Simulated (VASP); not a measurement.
# GaAs (I-4m2) in VASP: G0W0 quasiparticle levels with PBE

Aim: the G0W0 quasiparticle levels of GaAs with PBE.

Everything below comes from runs of VASP 6.6.1. Logs are shortened: lines on timing, memory, paths and dates and some standing lists are left out, and cuts for length are marked.

## 1. The cell of the first run

The structure is tetragonal, space group I-4m2 (No. 119). The conventional cell has a = 4.007 Å, b = 4.007 Å, c = 5.695 Å, α = 90.00°, β = 90.00°, γ = 90.00°. Ga (site symmetry -4m2) has 4 As at 2.46 Å within 3.2 Å. Within 3.2 Å of As (site symmetry -4m2) lie 4 Ga at 2.46 Å.

## 2. G0W0 quasiparticle levels, PBE

File POSCAR:

```
GaAs
1.0
    0.0000000000      2.8330850953      2.8330850953
    2.8472505207      0.0000000000      2.8330850953
    2.8472505207      2.8330850953      0.0000000000
Ga As
1 1
Direct
    0.0000000000      0.0000000000      0.0000000000
    0.2500000000      0.2500000000      0.2500000000
```

File INCAR.step1:

```
PREC     = Accurate       # precision mode
ENCUT    = 500            # plane-wave cutoff, eV
EDIFF    = 1E-8           # SCF threshold, eV
ISMEAR   = 0              # smearing method
SIGMA    = 0.01           # smearing width, eV
LREAL    = F              # projectors in reciprocal space
LASPH    = T              # aspherical terms in the spheres
NELM     = 80             # most SCF steps
ALGO     = Normal         # electronic algorithm
LWAVE    = T              # write WAVECAR
LCHARG   = F              # write CHGCAR
GGA      = PE             # functional
```

File INCAR.step2:

```
PREC     = Accurate       # precision mode
ENCUT    = 500            # plane-wave cutoff, eV
EDIFF    = 1E-8           # SCF threshold, eV
ISMEAR   = 0              # smearing method
SIGMA    = 0.01           # smearing width, eV
LREAL    = F              # projectors in reciprocal space
LASPH    = T              # aspherical terms in the spheres
NELM     = 1              # most SCF steps
ALGO     = Exact          # electronic algorithm
LWAVE    = T              # write WAVECAR
LCHARG   = F              # write CHGCAR
GGA      = PE             # functional
NBANDS   = 199            # bands
LOPTICS  = T              # frequency-dependent dielectric function
ISTART   = 1
```

File INCAR.step3:

```
PREC     = Accurate       # precision mode
ENCUT    = 500            # plane-wave cutoff, eV
EDIFF    = 1E-8           # SCF threshold, eV
ISMEAR   = 0              # smearing method
SIGMA    = 0.01           # smearing width, eV
LREAL    = F              # projectors in reciprocal space
LASPH    = T              # aspherical terms in the spheres
ALGO     = EVGW0          # electronic algorithm
LWAVE    = F              # write WAVECAR
LCHARG   = F              # write CHGCAR
GGA      = PE             # functional
NELMGW   = 1            
NBANDS   = 199            # bands
ENCUTGW  = 150.0          # cutoff of the response function
NOMEGA   = 96             # frequency points
PRECFOCK = Fast         
ISTART   = 1            
NBANDSGW = 17           
OMEGAMAX = 20
```

File KPOINTS:

```
Automatic mesh
0
Gamma
  4 4 4
```

Potentials or basis: VASP PAW PBE potentials, release 64 (Ga_d_GW, As_GW).

Command:

```sh
> cat potpaw_PBE.64/Ga_d_GW/POTCAR potpaw_PBE.64/As_GW/POTCAR > POTCAR
> cp INCAR.step1 INCAR
> mpirun -np 1 vasp_std > vasp.out
> cp INCAR.step2 INCAR
> mpirun -np 1 vasp_std > vasp.out
> cp INCAR.step3 INCAR
> mpirun -np 1 vasp_std > vasp.out
```

OUTCAR:

```text
PREC = Accurate
   ENCUT = 500
   EDIFF = 1E-8
   ISMEAR = 0
   LREAL = F
   LASPH = T
   GGA = PE
   NELMGW = 1
   ENCUTGW = 150.0
   PRECFOCK = Fast
   ISTART = 1

 ion  position               nearest neighbor table
   1  0.000  0.000  0.000-   2 2.46   2 2.46   2 2.46   2 2.46
   2  0.250  0.250  0.250-   1 2.46   1 2.46   1 2.46   1 2.46

  LATTYP: Found a body centered tetragonal cell.
 ALAT       =     4.0065873651
 C/A-ratio  =     1.4212846301

  Lattice vectors:

 A1 = (   2.8472505207,   0.0000000000,   2.8330850953)
 A2 = (   2.8472505207,   0.0000000000,  -2.8330850953)
 A3 = (  -2.8472505207,   2.8330850953,   0.0000000000)

Analysis of symmetry for initial positions (statically):
=====================================================================
 Subroutine PRICEL returns:
 Original cell was already a primitive cell.

 Routine SETGRP: Setting up the symmetry group for a
 body centered tetragonal supercell.

 Subroutine GETGRP returns: Found  8 space group operations
 (whereof  8 operations were pure point group operations)
 out of a pool of 16 trial point group operations.

The static configuration has the point symmetry D_2d.

Analysis of symmetry for dynamics (positions and initial velocities):
=====================================================================
 Subroutine PRICEL returns:
 Original cell was already a primitive cell.

 Routine SETGRP: Setting up the symmetry group for a
 body centered tetragonal supercell.

 Subroutine GETGRP returns: Found  8 space group operations
 (whereof  8 operations were pure point group operations)
 out of a pool of 16 trial point group operations.

The dynamic configuration has the point symmetry D_2d.

 Subroutine INISYM returns: Found  8 space group operations
 (whereof  8 operations are pure point group operations),
 and found     1 'primitive' translations

----------------------------------------------------------------------------------------

                                     Primitive cell

  volume of cell :      45.7062

  direct lattice vectors                    reciprocal lattice vectors
     0.000000000  2.833085095  2.833085095    -0.175608011  0.176486051  0.176486051
     2.847250521  0.000000000  2.833085095     0.175608011 -0.176486051  0.176486051
     2.847250521  2.833085095  0.000000000     0.175608011  0.176486051 -0.176486051

  length of vectors
     4.006587365  4.016616323  4.016616323     0.305176712  0.305176712  0.305176712

  position of ions in fractional coordinates (direct lattice)
     0.000000000  0.000000000  0.000000000
     0.250000000  0.250000000  0.250000000

  ion indices of the primitive-cell ions
   primitive index   ion index
                 1           1
                 2           2

----------------------------------------------------------------------------------------

 KPOINTS: Automatic mesh

Automatic generation of k-mesh.
 Grid dimensions read from file:
 generate k-points for:    4    4    4

 Generating k-lattice:

  Cartesian coordinates                     Fractional coordinates (reciprocal lattice)
    -0.043902003  0.044121513  0.044121513     0.250000000  0.000000000  0.000000000
     0.043902003 -0.044121513  0.044121513     0.000000000  0.250000000  0.000000000
     0.043902003  0.044121513 -0.044121513     0.000000000  0.000000000  0.250000000

  Length of vectors
     0.076294178  0.076294178  0.076294178

  Shift w.r.t. Gamma in fractional coordinates (k-lattice)
     0.000000000  0.000000000  0.000000000

 Subroutine IBZKPT returns following result:
 ===========================================

 Found     13 irreducible k-points:

 Following reciprocal coordinates:
            Coordinates               Weight
  0.000000  0.000000  0.000000      1.000000
  0.250000 -0.000000 -0.000000      8.000000
  0.500000 -0.000000 -0.000000      4.000000
  0.250000  0.250000  0.000000      4.000000
  0.500000  0.250000 -0.000000     16.000000
 -0.250000  0.250000  0.000000      8.000000
  0.500000  0.500000  0.000000      2.000000
  0.000000  0.250000  0.250000      2.000000
  0.500000  0.250000  0.250000      4.000000
 -0.250000  0.250000  0.250000      8.000000
 -0.250000  0.500000  0.250000      4.000000
  0.500000 -0.250000  0.250000      2.000000
  0.000000  0.500000  0.500000      1.000000
   k-points           NKPTS =     13   k-points in BZ     NKDIM =     64   number of bands    NBANDS=    199
   number of dos      NEDOS =    301   number of ions     NIONS =      2
   total plane-waves  NPLWV =  27000
   dimension x,y,z NGX =    30 NGY =   30 NGZ =   30
   dimension x,y,z NGXF=    60 NGYF=   60 NGZF=   60
   ions per type =               1   1
   NGX,Y,Z   is equivalent  to a cutoff of  12.45, 12.42, 12.42 a.u.
   NGXF,Y,Z  is equivalent  to a cutoff of  24.90, 24.83, 24.83 a.u.
 SYSTEM =  unknown system
   PREC   = accura    normal or accurate (medium, high low for compatibility)
   ISTART =      1    job   : 0-new  1-cont  2-samecut
   ICHARG =      0    charge: 1-file 2-atom 10-const
   ISPIN  =      1    spin polarized calculation?
   LNONCOLLINEAR =      F non collinear calculations
   LSORBIT =      F    spin-orbit coupling
   LASPH  =      T    aspherical Exc in radial PAW
   ENCUT  =  500.0 eV  36.75 Ry    6.06 a.u.   7.30  7.32  7.32*2*pi/ulx,y,z
   NELM   =     60;   NELMIN=  2; NELMDL=  0     # of ELM steps
   EDIFF  = 0.1E-07   stopping-criterion for ELM
   LREAL  =      F    real-space projection
   EDIFFG = 0.1E-06   stopping-criterion for IOM
   NSW    =      0    number of steps for IOM
   IBRION =     -1    ionic relax: 0-MD 1-quasi-New 2-CG
   NFREE  =      0    steps in history (QN), initial steepest desc. (CG)
   ISIF   =      0    stress and relaxation
   ISYM   =      3    0-nonsym 1-usesym 2-fastsym
   POTIM  = 0.5000    time-step for ionic-motion
   TEBEG  =    0.0;   TEEND  =   0.0 temperature during run
   PSTRESS=    0.0 pullay stress
   NELECT =      18.0000    total number of electrons
   NUPDOWN=      -1.0000    fix difference up-down
   EMIN   =  10.00;   EMAX   =-10.00  energy-range for DOS
   EFERMI =   0.00;   METHOD = LEGACY
   ISMEAR =     0;   SIGMA  =   0.01  broadening in eV -4-tet -1-fermi 0-gaus
   EFERMI_NEDOS =   21; number of points for ismear=-14 and -15
   IALGO  =     38    algorithm
   IMIX   =      4    mixing-type and parameters
     AMIX     =   0.40;   BMIX     =  1.00
     AMIX_MAG =   1.60;   BMIX_MAG =  1.00
  volume/ion in A,a.u.               =      22.85       154.22
  Fermi-wavevector in a.u.,A,eV,Ry     =   1.199980  2.267633 19.591738  1.439952
  Thomas-Fermi vector in A             =   2.335828
   LORBIT       =      0    0 simple, 1 ext, 2 COOP (PROOUT), +10 PAW based schemes
   GGA     = PE    functional components
   LHFCALC =     T    Hartree Fock is set to
   PRECFOCK=fast      Normal, Fast or Accurate (Low or Medium for compatibility)
   ENCUT4O =  -1.0   cutoff for four orbital integrals eV
   NKREDX  =     1    reduce k-point grid by
   NKREDY  =     1    reduce k-point grid by
   NKREDZ  =     1    reduce k-point grid by
   AEXX    =    1.0000 exact exchange contribution
   HFSCREEN=    0.0000 screening length (either q_TF or 0.3 A-1)
   HFSCREENC=   0.0000 screening length for correlation (either q_TF or 0.3 A-1)
   ENCUTFOCK=  -1.0 apply spherical cutoff to Coloumb kernel
   IVDW    =     0    specifies the selected vdW correction
   LEPSILON=     F    determine dielectric tensor
   LRPA    =     F    only Hartree local field effects (RPA)
   LRPAFORCE           =     F    calculate RPA forces
   ENCUTGW             = 150.0    cutoff for response function in eV
   ENCUTGWSOFT         = 120.0    soft cutoff for Coulomb kernel in GW response function in eV
   ENCUTLF             =  -1.0    cutoff for local field effects
   NELMGW              =     1    number of iterations in solving QP/BSE equation
   NELMHF              =     1    number of iterations in the inner HF iteration
   NKREDLFX            =     1    NKREDLFY  =   1   NKREDLFZ  =   1
 non-spin polarized calculation
 Gauss-broadening in eV      SIGMA  =   0.01
  energy-cutoff  :      500.00
  volume of cell :       45.71
 maximum number of plane-waves:      1174
 NGX is ok and might be reduce to    30
  NGX = 18; NGY = 18; NGZ = 18
   NGX = 15   NGY = 15   NGZ = 15
 maximum number of plane-waves:       200
 NGX is ok and might be reduce to    18

 QP shifts <psi_nk| G(iteration)W_0 |psi_nk>: iteration 1
 for sc-GW calculations column KS-energies equals QP-energies in previous step
 and V_xc(KS)=  KS-energies - (<T + V_ion + V_H > + <T+V_H+V_ion>^1  + <V_x>^1)

 k-point   1 :       0.0000    0.0000    0.0000
  band No.  KS-energies  QP-energies   sigma(KS)   V_xc(KS)     V^pw_x(r,r')   Z            occupation Imag(sigma)

      1     -11.0509     -13.2722     -25.0482     -21.7153     -35.0718       0.6665       2.0000       0.1940
      2     -11.0509     -13.2722     -25.0482     -21.7153     -35.0718       0.6665       2.0000       0.1940
      3     -11.0509     -13.2722     -25.0482     -21.7153     -35.0718       0.6665       2.0000       0.1940
      4     -10.9760     -13.2208     -25.1703     -21.8126     -35.1684       0.6686       2.0000       0.1650
      5     -10.9760     -13.2208     -25.1703     -21.8126     -35.1684       0.6686       2.0000       0.1650
      6      -8.8569      -9.2257     -11.7224     -11.1191     -18.0621       0.6113       2.0000       0.8578
[... 9 lines left out ...]
     16      13.8822      13.7624      -9.9356      -9.7730      -4.4643       0.7367       0.0000      -0.2704
     17      15.1988      14.8933      -8.0594      -7.6499      -2.2039       0.7458       0.0000      -0.4376

 k-point   2 :       0.2500   -0.0000   -0.0000
  band No.  KS-energies  QP-energies   sigma(KS)   V_xc(KS)     V^pw_x(r,r')   Z            occupation Imag(sigma)

      1     -11.0903     -13.2695     -24.7757     -21.5053     -34.7545       0.6663       2.0000       0.2079
      2     -11.0401     -13.2659     -25.0718     -21.7366     -35.0987       0.6673       2.0000       0.1927
      3     -11.0401     -13.2659     -25.0718     -21.7366     -35.0987       0.6673       2.0000       0.1927
      4     -10.9755     -13.2211     -25.1698     -21.8134     -35.1710       0.6690       2.0000       0.1648
      5     -10.9755     -13.2211     -25.1698     -21.8134     -35.1710       0.6690       2.0000       0.1648
      6      -8.1761      -8.5886     -12.1140     -11.4792     -18.2632       0.6498       2.0000       0.8332
[... 9 lines left out ...]
     16      12.7727      12.5887      -9.2579      -9.0127      -3.9428       0.7505       0.0000      -0.2450
     17      15.6319      15.4870      -8.8213      -8.6273      -2.8042       0.7466       0.0000      -0.4661

 k-point   3 :       0.5000   -0.0000   -0.0000
  band No.  KS-energies  QP-energies   sigma(KS)   V_xc(KS)     V^pw_x(r,r')   Z            occupation Imag(sigma)
[... 190 lines left out ...]
      1     -11.1424     -13.2798     -24.5653     -21.3495     -34.5208       0.6647       2.0000       0.2210
      2     -11.0212     -13.2597     -25.1218     -21.7768     -35.1530       0.6692       2.0000       0.1873
      3     -11.0083     -13.2434     -25.1306     -21.7897     -35.1627       0.6690       2.0000       0.1872
      4     -10.9867     -13.2263     -25.1483     -21.7943     -35.1497       0.6678       2.0000       0.1670
      5     -10.9712     -13.2139     -25.1690     -21.8168     -35.1752       0.6690       2.0000       0.1649
      6      -6.3322      -6.7262     -13.0013     -12.4274     -18.5553       0.6866       2.0000       0.6518
[... 9 lines left out ...]
     16      17.0323      16.9132      -9.6166      -9.4563      -3.3829       0.7427       0.0000      -0.6011
     17      17.3972      17.3440     -10.0408      -9.9677      -3.5638       0.7283       0.0000      -0.6067

 k-point  13 :       0.0000    0.5000    0.5000
  band No.  KS-energies  QP-energies   sigma(KS)   V_xc(KS)     V^pw_x(r,r')   Z            occupation Imag(sigma)

      1     -11.1552     -13.2964     -24.5616     -21.3395     -34.5111       0.6645       2.0000       0.2185
      2     -11.0033     -13.2469     -25.1636     -21.8167     -35.2044       0.6704       2.0000       0.1895
      3     -11.0033     -13.2469     -25.1636     -21.8167     -35.2044       0.6704       2.0000       0.1895
      4     -10.9992     -13.2301     -25.0852     -21.7399     -35.0708       0.6669       2.0000       0.1688
      5     -10.9644     -13.2125     -25.1917     -21.8385     -35.2045       0.6704       2.0000       0.1643
      6      -6.4046      -6.7976     -12.8827     -12.3062     -18.4307       0.6816       2.0000       0.6597
[... 9 lines left out ...]
     16      17.0457      16.8521     -10.1292      -9.8668      -4.0781       0.7378       0.0000      -0.5332
     17      17.0457      16.8521     -10.1292      -9.8668      -4.0781       0.7378       0.0000      -0.5332
```

Wall time 7.2 min (1 thread of Intel Xeon Platinum 8559C (Emerald Rapids), shared host); peak memory 0.55 GiB.

Results:

| Property | Result |
| --- | --- |
| Quasiparticle gap | 1.28 eV |
| Least direct quasiparticle gap | 1.28 eV |
| Band gap of the starting levels on the mesh | 0.40 eV |
| Least direct gap of the starting levels on the mesh | 0.40 eV |

Caveat: the k points lie up to 0.48 Å⁻¹ apart; bands, screening cutoff and mesh are small and nothing is extrapolated, so the quasiparticle values aren't converged.
